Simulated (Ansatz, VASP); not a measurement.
**Ga7As: VASP beside Ansatz**

```
CELL_PARAMETERS angstrom
-0.29856 4.10190 4.50968
4.21819 0.01231 4.19290
4.36031 3.91769 -0.13238
ATOMIC_POSITIONS crystal
Ga 0.52277 0.40240 0.45965
Ga 0.00154 0.01962 0.61141
Ga 0.51913 0.91847 0.42175
Ga 0.01096 0.61212 0.52377
Ga 0.48684 0.43404 0.95127
Ga 0.97050 0.53643 0.11932
Ga 0.49683 0.91426 0.94013
As 0.99144 0.16266 0.97269
```

Change from the starting cell: cell x1, atoms moved at random (sigma 0.05 Å) and cell strained at random (1.5 %), then relaxed without symmetry.

Alike in both runs: functional PBE; k mesh 4 × 4 × 4; occupations gaussian, width 0.2 eV; no spin polarisation.

Ansatz relaxed the structure, and its values are those at the end. VASP's run is a single point on that final structure, the one shown.

```csv
,VASP,Ansatz
version,VASP 6.6.1,Ansatz 0.2.0
potentials or method,"VASP PAW PBE potentials, release 64 (Ga_d, As), cutoff 500 eV","scalar-relativistic, plane waves, PAW"
valence electrons in the cell,96,106
```

Ansatz gave:

| Quantity | Value |
| --- | --- |
| gap on the k mesh at the Fermi level (eV) | none |
| pressure (GPa) | 0.0 |
| rms of the force components (eV/Å) | 0.005 |

Question: What did VASP give for the same quantities?

Answer: gap on the k mesh at the Fermi level (eV): none; pressure (GPa): 0.1; rms of the force components (eV/Å): 0.006.

A gap of «none» marks a metal or a gap that the smearing closes. VASP's potentials hold 96 valence electrons a cell and Ansatz's 106, so a difference there can come from the potentials and not from the codes.
